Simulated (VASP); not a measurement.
# Co (Pm-3m) in VASP: notebook

Co is run at these levels: PBE; tasks: single point, relaxation of cell and atoms.

All numbers are computed with VASP 6.6.1; they aren't measurements. Logs are shortened: lines on timing, memory, paths and dates and some standing lists are left out, and cuts for length are marked.

## (1) The cell of the first run

It takes space group Pm-3m (No. 221, cubic). The conventional cell has a = 3.413 Å, b = 3.413 Å, c = 3.413 Å, α = 90.00°, β = 90.00°, γ = 90.00°. Within 3.2 Å of Co (site symmetry 4/mmm) lie 8 Co at 2.41 Å.

The cell was built from a structure type or drawn by symmetry, and may not be a known phase.

## (2) Single point, PBE, collinear spin, ferromagnetic start

Contents of INCAR:

```
PREC = Accurate ; ENCUT = 520
EDIFF = 1E-6 ; ISMEAR = 0
SIGMA = 0.1 ; LREAL = False
LASPH = True ; NELM = 150
ALGO = Fast ; ISIF = 2
LWAVE = False ; LCHARG = False
ISPIN = 2 ; MAGMOM = 3 3 3
LORBIT = 11 ; LMAXMIX = 4
GGA = PE ; NBANDS = 24
```

Contents of KPOINTS:

```
regular mesh
0
Gamma
  4 4 4
```

Contents of POSCAR:

```
Co
1.0
    3.4134367094      0.0000000000      0.0000000000
    0.0000000000      3.4134367094      0.0000000000
    0.0000000000      0.0000000000      3.4134367094
Co
3
Direct
    0.5000000000      0.0000000000      0.0000000000
    0.0000000000      0.5000000000      0.0000000000
    0.0000000000      0.0000000000      0.5000000000
```

Potentials or basis: VASP PAW PBE potentials, release 64 (Co).

On the command line:

```bash
$ cat potpaw_PBE.64/Co/POTCAR > POTCAR
$ mpirun -np 1 vasp_std > vasp.out
```

OUTCAR:

```text
PREC = Accurate
   ENCUT = 520
   EDIFF = 1E-6
   ISMEAR = 0
   LREAL = False
   LASPH = True
   NELM = 150
   ISIF = 2
   ISPIN = 2
   LORBIT = 11
   GGA = PE

 ion  position               nearest neighbor table
   1  0.500  0.000  0.000-   2 2.41   3 2.41   3 2.41   2 2.41   2 2.41   3 2.41   3 2.41   2 2.41

   2  0.000  0.500  0.000-   1 2.41   3 2.41   3 2.41   1 2.41   3 2.41   3 2.41   1 2.41   1 2.41

   3  0.000  0.000  0.500-   1 2.41   2 2.41   1 2.41   2 2.41   2 2.41   2 2.41   1 2.41   1 2.41

  LATTYP: Found a simple cubic cell.
 ALAT       =     3.4134367094

  Lattice vectors:

 A1 = (   3.4134367094,   0.0000000000,   0.0000000000)
 A2 = (   0.0000000000,   3.4134367094,   0.0000000000)
 A3 = (   0.0000000000,   0.0000000000,   3.4134367094)

Analysis of symmetry for initial positions (statically):
=====================================================================
 Subroutine PRICEL returns:
 Original cell was already a primitive cell.

 Routine SETGRP: Setting up the symmetry group for a
 simple cubic supercell.

 Subroutine GETGRP returns: Found 48 space group operations
 (whereof 48 operations were pure point group operations)
 out of a pool of 48 trial point group operations.

The static configuration has the point symmetry O_h .

Analysis of symmetry for dynamics (positions and initial velocities):
=====================================================================
 Subroutine PRICEL returns:
 Original cell was already a primitive cell.

 Routine SETGRP: Setting up the symmetry group for a
 simple cubic supercell.

 Subroutine GETGRP returns: Found 48 space group operations
 (whereof 48 operations were pure point group operations)
 out of a pool of 48 trial point group operations.

The dynamic configuration has the point symmetry O_h .

Analysis of structural, dynamic, and magnetic symmetry:
=====================================================================
 Subroutine PRICEL returns:
 Original cell was already a primitive cell.

 Routine SETGRP: Setting up the symmetry group for a
 simple cubic supercell.

 Subroutine GETGRP returns: Found 48 space group operations
 (whereof 48 operations were pure point group operations)
 out of a pool of 48 trial point group operations.

The overall configuration has the point symmetry O_h .

 Subroutine INISYM returns: Found 48 space group operations
 (whereof 48 operations are pure point group operations),
 and found     1 'primitive' translations

----------------------------------------------------------------------------------------

                                     Primitive cell

  volume of cell :      39.7718

  direct lattice vectors                    reciprocal lattice vectors
     3.413436709  0.000000000  0.000000000     0.292959877  0.000000000  0.000000000
     0.000000000  3.413436709  0.000000000     0.000000000  0.292959877  0.000000000
     0.000000000  0.000000000  3.413436709     0.000000000  0.000000000  0.292959877

  length of vectors
     3.413436709  3.413436709  3.413436709     0.292959877  0.292959877  0.292959877

  position of ions in fractional coordinates (direct lattice)
     0.500000000  0.000000000  0.000000000
     0.000000000  0.500000000  0.000000000
     0.000000000  0.000000000  0.500000000

  ion indices of the primitive-cell ions
   primitive index   ion index
                 1           1
                 2           2
                 3           3

----------------------------------------------------------------------------------------

 KPOINTS: regular mesh

Automatic generation of k-mesh.
 Grid dimensions read from file:
 generate k-points for:    4    4    4

 Generating k-lattice:

  Cartesian coordinates                     Fractional coordinates (reciprocal lattice)
     0.073239969  0.000000000  0.000000000     0.250000000  0.000000000  0.000000000
     0.000000000  0.073239969  0.000000000     0.000000000  0.250000000  0.000000000
     0.000000000  0.000000000  0.073239969     0.000000000  0.000000000  0.250000000

  Length of vectors
     0.073239969  0.073239969  0.073239969

  Shift w.r.t. Gamma in fractional coordinates (k-lattice)
     0.000000000  0.000000000  0.000000000

 Subroutine IBZKPT returns following result:
 ===========================================

 Found     10 irreducible k-points:

 Following reciprocal coordinates:
            Coordinates               Weight
  0.000000  0.000000  0.000000      1.000000
  0.250000  0.000000  0.000000      6.000000
  0.500000  0.000000  0.000000      3.000000
  0.250000  0.250000  0.000000     12.000000
  0.500000  0.250000  0.000000     12.000000
  0.500000  0.500000  0.000000      3.000000
  0.250000  0.250000  0.250000      8.000000
  0.500000  0.250000  0.250000     12.000000
  0.500000  0.500000  0.250000      6.000000
  0.500000  0.500000  0.500000      1.000000
   k-points           NKPTS =     10   k-points in BZ     NKDIM =     10   number of bands    NBANDS=     24
   number of dos      NEDOS =    301   number of ions     NIONS =      3
   total plane-waves  NPLWV =  21952
   dimension x,y,z NGX =    28 NGY =   28 NGZ =   28
   dimension x,y,z NGXF=    56 NGYF=   56 NGZF=   56
   ions per type =               3
   NGX,Y,Z   is equivalent  to a cutoff of  13.64, 13.64, 13.64 a.u.
   NGXF,Y,Z  is equivalent  to a cutoff of  27.27, 27.27, 27.27 a.u.
 SYSTEM =  unknown system
   PREC   = accura    normal or accurate (medium, high low for compatibility)
   ISTART =      0    job   : 0-new  1-cont  2-samecut
   ICHARG =      2    charge: 1-file 2-atom 10-const
   ISPIN  =      2    spin polarized calculation?
   LNONCOLLINEAR =      F non collinear calculations
   LSORBIT =      F    spin-orbit coupling
   LASPH  =      T    aspherical Exc in radial PAW
   ENCUT  =  520.0 eV  38.22 Ry    6.18 a.u.   6.35  6.35  6.35*2*pi/ulx,y,z
   NELM   =    150;   NELMIN=  2; NELMDL= -5     # of ELM steps
   EDIFF  = 0.1E-05   stopping-criterion for ELM
   LREAL  =      F    real-space projection
   EDIFFG = 0.1E-04   stopping-criterion for IOM
   NSW    =      0    number of steps for IOM
   IBRION =     -1    ionic relax: 0-MD 1-quasi-New 2-CG
   NFREE  =      0    steps in history (QN), initial steepest desc. (CG)
   ISIF   =      2    stress and relaxation
   ISYM   =      2    0-nonsym 1-usesym 2-fastsym
   POTIM  = 0.5000    time-step for ionic-motion
   TEBEG  =    0.0;   TEEND  =   0.0 temperature during run
   PSTRESS=    0.0 pullay stress
   NELECT =      27.0000    total number of electrons
   NUPDOWN=      -1.0000    fix difference up-down
   EMIN   =  10.00;   EMAX   =-10.00  energy-range for DOS
   EFERMI =   0.00;   METHOD = LEGACY
   ISMEAR =     0;   SIGMA  =   0.10  broadening in eV -4-tet -1-fermi 0-gaus
   EFERMI_NEDOS =   21; number of points for ismear=-14 and -15
   IALGO  =     68    algorithm
   IMIX   =      4    mixing-type and parameters
     AMIX     =   0.40;   BMIX     =  1.00
     AMIX_MAG =   1.60;   BMIX_MAG =  1.00
  volume/ion in A,a.u.               =      13.26        89.46
  Fermi-wavevector in a.u.,A,eV,Ry     =   1.438813  2.718962 28.166532  2.070182
  Thomas-Fermi vector in A             =   2.557738
   LORBIT       =     11    0 simple, 1 ext, 2 COOP (PROOUT), +10 PAW based schemes
   GGA     = PE    functional components
   LHFCALC =     F    Hartree Fock is set to
   AEXX    =    0.0000 exact exchange contribution
   IVDW    =     0    specifies the selected vdW correction
   LEPSILON=     F    determine dielectric tensor
   LRPA    =     F    only Hartree local field effects (RPA)
 spin polarized calculation
 RMM-DIIS sequential band-by-band and
 Gauss-broadening in eV      SIGMA  =   0.10
  energy-cutoff  :      520.00
  volume of cell :       39.77
 maximum number of plane-waves:      1108
 NGX is ok and might be reduce to    28
   NGX = 13   NGY = 13   NGZ = 13

 number of electron      27.0000029 magnetization       5.8437869

 Free energy of the ion-electron system (eV)
  ---------------------------------------------------
  ext. energy  EPLUGINS =         0.00000000
  ---------------------------------------------------
  free energy    TOTEN  =       -19.32800579 eV

  energy without entropy =      -19.31169267  energy(sigma->0) =      -19.31984923

 E-fermi :   7.7352     XC(G=0): -12.0981

 val. band max:        7.7348394594   @ k =   0.5000   0.5000   0.0000
 cond. band min:       7.7387107089   @ k =   0.2500   0.2500   0.2500
 fundamental gap:      0.0038712495
 Fermi energy:         7.7351663904

 spin component 1

 k-point     1 :       0.0000    0.0000    0.0000
  band No.  band energies     occupation
      1      -0.3638      1.00000
      2       2.2302      1.00000
      3       3.4484      1.00000
      4       3.4484      1.00000
      5       3.4484      1.00000
      6       3.7106      1.00000
[... 16 lines left out ...]
     23      25.5035      0.00000
     24      25.5114      0.00000

 k-point     2 :       0.2500    0.0000    0.0000
  band No.  band energies     occupation
      1       0.4283      1.00000
      2       2.6314      1.00000
      3       3.5798      1.00000
      4       3.7312      1.00000
      5       3.7513      1.00000
      6       3.7513      1.00000
[... 16 lines left out ...]
     23      21.7384      0.00000
     24      22.1991      0.00000

 k-point     3 :       0.5000    0.0000    0.0000
  band No.  band energies     occupation
      1       1.7076      1.00000
      2       3.3593      1.00000
      3       3.5413      1.00000
      4       3.7345      1.00000
      5       4.3989      1.00000
      6       4.3989      1.00000
[... 16 lines left out ...]
     23      19.6015      0.00000
     24      20.1823      0.00000
[... 136 lines left out ...]
 k-point     9 :       0.5000    0.5000    0.2500
  band No.  band energies     occupation
      1       3.2814      1.00000
      2       3.3380      1.00000
      3       3.3380      1.00000
      4       3.4504      1.00000
      5       4.7584      1.00000
      6       4.7584      1.00000
[... 16 lines left out ...]
     23      17.7161      0.00000
     24      27.6238      0.00000

 k-point    10 :       0.5000    0.5000    0.5000
  band No.  band energies     occupation
      1       3.0682      1.00000
      2       3.0682      1.00000
      3       3.0682      1.00000
      4       3.0959      1.00000
      5       4.8177      1.00000
      6       4.8177      1.00000
[... 16 lines left out ...]
     23      15.7776      0.00000
     24      31.4474      0.00000
 Fermi energy:         7.7351663904

 spin component 2

 k-point     1 :       0.0000    0.0000    0.0000
  band No.  band energies     occupation
      1      -0.1399      1.00000
      2       3.8062      1.00000
      3       4.9639      1.00000
      4       4.9639      1.00000
      5       4.9639      1.00000
      6       5.1849      1.00000
[... 16 lines left out ...]
     23      25.6193      0.00000
     24      25.6295      0.00000

 k-point     2 :       0.2500    0.0000    0.0000
  band No.  band energies     occupation
      1       0.6849      1.00000
      2       4.1411      1.00000
      3       5.0906      1.00000
      4       5.0972      1.00000
      5       5.2794      1.00000
      6       5.2794      1.00000
[... 16 lines left out ...]
     23      22.2120      0.00000
     24      22.4581      0.00000

 k-point     3 :       0.5000    0.0000    0.0000
  band No.  band energies     occupation
      1       2.2472      1.00000
      2       3.8086      1.00000
      3       4.9658      1.00000
      4       5.2488      1.00000
      5       6.0186      1.00000
      6       6.0186      1.00000
[... 16 lines left out ...]
     23      20.2476      0.00000
     24      20.4219      0.00000
[... 136 lines left out ...]
 k-point     9 :       0.5000    0.5000    0.2500
  band No.  band energies     occupation
      1       4.4479      1.00000
      2       4.4852      1.00000
      3       4.4852      1.00000
      4       4.9323      1.00000
      5       6.2407      1.00000
      6       6.4712      1.00000
[... 16 lines left out ...]
     23      18.0363      0.00000
     24      28.0729      0.00000

 k-point    10 :       0.5000    0.5000    0.5000
  band No.  band energies     occupation
      1       4.2912      1.00000
      2       4.2912      1.00000
      3       4.2912      1.00000
      4       4.5988      1.00000
      5       6.5710      1.00000
      6       6.5710      1.00000
[... 16 lines left out ...]
     23      16.3019      0.00000
     24      31.3873      0.00000

------------------------ aborting loop because EDIFF is reached ----------------------------------------

  FORCE on cell =-STRESS in cart. coord.  units (eV):
  Direction    XX          YY          ZZ          XY          YZ          ZX
  --------------------------------------------------------------------------------------
  -------------------------------------------------------------------------------------
  Total       -0.1253416     -0.1253416     -0.1253416     -0.0000000      0.0000000     -0.0000000
  in kB       -5.0492897     -5.0492897     -5.0492897     -0.0000000      0.0000000     -0.0000000
  external PRESSURE =      -5.0492897 kB  Pullay stress =       0.0000000 kB

 VOLUME and BASIS-vectors are now :
 -----------------------------------------------------------------------------
  energy-cutoff  :      520.00
  volume of cell :       39.77
      direct lattice vectors                 reciprocal lattice vectors
     3.413436709  0.000000000  0.000000000     0.292959877  0.000000000  0.000000000
     0.000000000  3.413436709  0.000000000     0.000000000  0.292959877  0.000000000
     0.000000000  0.000000000  3.413436709     0.000000000  0.000000000  0.292959877

 POSITION                                       TOTAL-FORCE (eV/Angst)
 -----------------------------------------------------------------------------------
      1.70672      0.00000      0.00000         0.000000      0.000000      0.000000
      0.00000      1.70672      0.00000         0.000000      0.000000      0.000000
      0.00000      0.00000      1.70672         0.000000      0.000000      0.000000
 -----------------------------------------------------------------------------------
    total drift:                                0.000000      0.000000     -0.000000

  FREE ENERGIE OF THE ION-ELECTRON SYSTEM (eV)
  ---------------------------------------------------
  free  energy   TOTEN  =       -19.3280057904 eV

  energy  without entropy=      -19.3116926728  energy(sigma->0) =      -19.31984923

 total charge

# of ion       s       p       d       tot
------------------------------------------
    1        0.509   0.443   7.215   8.168
    2        0.509   0.443   7.215   8.168
    3        0.509   0.443   7.215   8.168
--------------------------------------------------
tot          1.527   1.330  21.646  24.503

 magnetization (x)

# of ion       s       p       d       tot
------------------------------------------
    1        0.005  -0.012   1.963   1.957
    2        0.005  -0.012   1.963   1.957
    3        0.005  -0.012   1.963   1.957
--------------------------------------------------
tot          0.016  -0.035   5.890   5.870
```

Run time: 14 s. Hardware: 1 thread of Intel Xeon 6975P-C (Granite Rapids), shared host; peak memory 0.16 GiB.

What came out:

```
Free energy                                           : -19.3280 eV
Pressure                                              : -0.5 GPa
Net moment                                            : 5.84 μB per cell
Site moments                                          : Co +1.96 μB
Valence electrons inside the program's atomic spheres : Co 8.17
```

Caveat: the k points lie up to 0.46 Å⁻¹ apart.

[end of part 1 of 2]
